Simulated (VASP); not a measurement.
# TaAgO3 in VASP: a series of runs, part 2 of 2

VASP 6.6.1. Earlier steps stand in the parts before.

## (6) Single point, LDA

This run uses another cell than the first one, of 13.05 Å³/atom, 1.020 times its volume.

Input file INCAR:

```
SYSTEM = TaAgO3
  ALGO = Normal
  EDIFF = 1E-6
  ENCUT = 520
  ISIF = 2
  ISMEAR = 0
  LASPH = .True.
  LCHARG = .True.
  LELF = .True.
  LREAL = .False.
  LVHAR = .True.
  LWAVE = .False.
  NBANDS = 28
  NELM = 60
  PREC = Accurate
  SIGMA = 0.02
```

Input file KPOINTS:

```
k-points
0
Gamma
  5 5 5
  0 0 0
```

Input file POSCAR:

```
TaAgO3
1.0
    3.9993700000      0.0000000000      0.0000000000
    0.0000000000      3.9993700000      0.0000000000
    0.0000000000      0.0000000000      4.0793574000
Ta Ag O
1 1 3
Direct
    0.0000000000      0.0000000000      0.0000000000
    0.5000000000      0.5000000000      0.5000000000
    0.0000000000      0.0000000000      0.5000000000
    0.0000000000      0.5000000000      0.0000000000
    0.5000000000      0.0000000000      0.0000000000
```

Potentials or basis: VASP PAW LDA potentials, release 64 (Ta_pv, Ag, O).

Launch:

```console
$ cat potpaw_LDA.64/Ta_pv/POTCAR potpaw_LDA.64/Ag/POTCAR potpaw_LDA.64/O/POTCAR > POTCAR
$ mpirun -np 1 vasp_std > vasp.out
```

OUTCAR:

```text
SYSTEM = TaAgO3
   EDIFF = 1E-6
   ENCUT = 520
   ISIF = 2
   ISMEAR = 0
   LASPH = .True.
   LREAL = .False.
   NELM = 60
   PREC = Accurate

 ion  position               nearest neighbor table
   1  0.000  0.000  0.000-   4 2.00   5 2.00   4 2.00   5 2.00   3 2.04   3 2.04   2 3.49   2 3.49
                             2 3.49   2 3.49   2 3.49   2 3.49   2 3.49   2 3.49
   2  0.500  0.500  0.500-   1 3.49   1 3.49   1 3.49   1 3.49   1 3.49   1 3.49   1 3.49   1 3.49

   3  0.000  0.000  0.500-   1 2.04   1 2.04
   4  0.000  0.500  0.000-   1 2.00   1 2.00
   5  0.500  0.000  0.000-   1 2.00   1 2.00

  LATTYP: Found a simple tetragonal cell.
 ALAT       =     3.9993700000
 C/A-ratio  =     1.0200000000

  Lattice vectors:

 A1 = (   3.9993700000,   0.0000000000,   0.0000000000)
 A2 = (   0.0000000000,   3.9993700000,   0.0000000000)
 A3 = (   0.0000000000,   0.0000000000,   4.0793574000)

Analysis of symmetry for initial positions (statically):
=====================================================================
 Subroutine PRICEL returns:
 Original cell was already a primitive cell.

 Routine SETGRP: Setting up the symmetry group for a
 simple tetragonal supercell.

 Subroutine GETGRP returns: Found 16 space group operations
 (whereof 16 operations were pure point group operations)
 out of a pool of 16 trial point group operations.

The static configuration has the point symmetry D_4h.

Analysis of symmetry for dynamics (positions and initial velocities):
=====================================================================
 Subroutine PRICEL returns:
 Original cell was already a primitive cell.

 Routine SETGRP: Setting up the symmetry group for a
 simple tetragonal supercell.
[... 119 lines left out ...]
   ISMEAR =     0;   SIGMA  =   0.02  broadening in eV -4-tet -1-fermi 0-gaus
   EFERMI_NEDOS =   21; number of points for ismear=-14 and -15
   IALGO  =     38    algorithm
   IMIX   =      4    mixing-type and parameters
     AMIX     =   0.40;   BMIX     =  1.00
     AMIX_MAG =   1.60;   BMIX_MAG =  1.00
  volume/ion in A,a.u.               =      13.05        88.06
  Fermi-wavevector in a.u.,A,eV,Ry     =   1.390710  2.628060 26.314671  1.934074
  Thomas-Fermi vector in A             =   2.514619
   LORBIT       =      0    0 simple, 1 ext, 2 COOP (PROOUT), +10 PAW based schemes
   GGA     = CA    functional components
   LHFCALC =     F    Hartree Fock is set to
   AEXX    =    0.0000 exact exchange contribution
   IVDW    =     0    specifies the selected vdW correction
   LEPSILON=     F    determine dielectric tensor
   LRPA    =     F    only Hartree local field effects (RPA)
 non-spin polarized calculation
 Gauss-broadening in eV      SIGMA  =   0.02
  energy-cutoff  :      520.00
  volume of cell :       65.25
 maximum number of plane-waves:      1795
 NGX is ok and might be reduce to    30
   NGX = 15   NGY = 15   NGZ = 15

 number of electron      39.9999975 magnetization

 Free energy of the ion-electron system (eV)
  ---------------------------------------------------
  ext. energy  EPLUGINS =         0.00000000
  ---------------------------------------------------
  free energy    TOTEN  =       -43.32797776 eV

  energy without entropy =      -43.32797776  energy(sigma->0) =      -43.32797776

 E-fermi :   2.8917     XC(G=0): -11.7004

 val. band max:        2.7926254510   @ k =   0.4000   0.0000   0.4000
 cond. band min:       4.3739481069   @ k =   0.0000   0.0000   0.0000
 fundamental gap:      1.5813226559
 Fermi energy:         2.8916769074

 k-point     1 :       0.0000    0.0000    0.0000
  band No.  band energies     occupation
      1     -31.4664      2.00000
      2     -31.4664      2.00000
      3     -31.4457      2.00000
      4     -14.6693      2.00000
      5     -13.8947      2.00000
      6     -13.7294      2.00000
[... 547 lines left out ...]
     27      12.5008      0.00000
     28      13.8728      0.00000

------------------------ aborting loop because EDIFF is reached ----------------------------------------

  FORCE on cell =-STRESS in cart. coord.  units (eV):
  Direction    XX          YY          ZZ          XY          YZ          ZX
  --------------------------------------------------------------------------------------
  -------------------------------------------------------------------------------------
  Total       -5.4280180     -5.4280180     -7.5064999      0.0000000     -0.0000000      0.0000000
  in kB     -133.2836675   -133.2836675   -184.3202889      0.0000000     -0.0000000      0.0000000
  external PRESSURE =    -150.2958747 kB  Pullay stress =       0.0000000 kB

 VOLUME and BASIS-vectors are now :
 -----------------------------------------------------------------------------
  energy-cutoff  :      520.00
  volume of cell :       65.25
      direct lattice vectors                 reciprocal lattice vectors
     3.999370000  0.000000000  0.000000000     0.250039381  0.000000000  0.000000000
     0.000000000  3.999370000  0.000000000     0.000000000  0.250039381  0.000000000
     0.000000000  0.000000000  4.079357400     0.000000000  0.000000000  0.245136648

 POSITION                                       TOTAL-FORCE (eV/Angst)
 -----------------------------------------------------------------------------------
      0.00000      0.00000      0.00000         0.000000      0.000000      0.000000
      1.99968      1.99968      2.03968         0.000000      0.000000      0.000000
      0.00000      0.00000      2.03968         0.000000      0.000000      0.000000
      0.00000      1.99968      0.00000         0.000000      0.000000      0.000000
      1.99968      0.00000      0.00000         0.000000      0.000000      0.000000
 -----------------------------------------------------------------------------------
    total drift:                                0.000000     -0.000000      0.000000

  FREE ENERGIE OF THE ION-ELECTRON SYSTEM (eV)
  ---------------------------------------------------
  free  energy   TOTEN  =       -43.3279777560 eV

  energy  without entropy=      -43.3279777560  energy(sigma->0) =      -43.32797776
```

OSZICAR:

```text
N       E                     dE             d eps       ncg     rms          rms(c)
DAV:   1     0.312463802018E+03    0.31246E+03   -0.21758E+04  1008   0.142E+03
DAV:   2    -0.313777893769E+02   -0.34384E+03   -0.33165E+03  1148   0.373E+02
DAV:   3    -0.513799982101E+02   -0.20002E+02   -0.19833E+02  1212   0.923E+01
DAV:   4    -0.515726471771E+02   -0.19265E+00   -0.19248E+00  1136   0.973E+00
DAV:   5    -0.515745262262E+02   -0.18790E-02   -0.18789E-02  1176   0.924E-01    0.317E+01
DAV:   6    -0.438696171123E+02    0.77049E+01   -0.33068E+01  1064   0.414E+01    0.123E+01
DAV:   7    -0.434541867849E+02    0.41543E+00   -0.23864E+00  1068   0.121E+01    0.871E+00
DAV:   8    -0.433526660307E+02    0.10152E+00   -0.61520E-01  1088   0.620E+00    0.251E+00
DAV:   9    -0.433318656201E+02    0.20800E-01   -0.34349E-02  1092   0.149E+00    0.657E-01
DAV:  10    -0.433280437676E+02    0.38219E-02   -0.13708E-02  1108   0.868E-01    0.103E-01
DAV:  11    -0.433279876731E+02    0.56095E-04   -0.76517E-04  1240   0.214E-01    0.359E-02
DAV:  12    -0.433279823455E+02    0.53276E-05   -0.85719E-05  1112   0.605E-02    0.327E-02
DAV:  13    -0.433279777962E+02    0.45493E-05   -0.16011E-05  1120   0.318E-02    0.429E-03
DAV:  14    -0.433279777560E+02    0.40230E-07   -0.14822E-06   744   0.913E-03
   1 F= -.43327978E+02 E0= -.43327978E+02  d E =-.168886E-13
```

stdout:

```text
POSCAR found type information on POSCAR TaAgO
 POSCAR found :  3 types and       5 ions
 scaLAPACK will be used
 LDA part: xc-table for (Slater(with rela. corr.)+CA(PZ))
 , standard interpolation
 POSCAR, INCAR and KPOINTS ok, starting setup
 FFT: planning ... GRIDC
 FFT: planning ... GRID_SOFT
 FFT: planning ... GRID
 WAVECAR not read
 entering main loop
```

It took 26 s on 1 thread of AMD EPYC 9R45 (Zen 5), shared host; peak memory 0.13 GiB.

Results:

| Item | Value |
| --- | --- |
| Free energy | -43.3280 eV |
| Pressure | -15.0 GPa |
| Band gap on the k mesh | 1.58 eV, indirect (least direct gap 2.03 eV) |

Stress tensor (GPa, compression positive):
```
-13.33   0.00   0.00
  0.00 -13.33   0.00
  0.00   0.00 -18.43
```

Caveat: spin-orbit coupling is left out, which moves the levels of the heavy elements. A k mesh can miss the band edges.

## (7) Summary

| cell | gap on the mesh (eV) | pressure (GPa) |
| --- | --- | --- |
| a = 3.999 Å, 5 atoms | 1.63 | -11.7 |
| a = 3.999, b = 3.999, c = 3.919 Å, 5 atoms | 1.63 | -7.7 |
| a = 3.999, b = 3.999, c = 3.959 Å, 5 atoms | 1.63 | -9.8 |
| a = 3.999, b = 3.999, c = 4.039 Å, 5 atoms | 1.60 | -13.4 |
| a = 3.999, b = 3.999, c = 4.079 Å, 5 atoms | 1.58 | -15.0 |

Alike in all rows: task single point; level LDA; potentials or basis VASP PAW LDA potentials, release 64 (Ta_pv, Ag, O); no spin polarisation; k mesh 5 × 5 × 5; cutoff (eV) 520; smearing gaussian 0.02 eV.

Caveats: spin-orbit coupling is left out, which moves the levels of the heavy elements.

Total energies depend on the potentials used, so only differences within one code and one set of settings carry meaning.
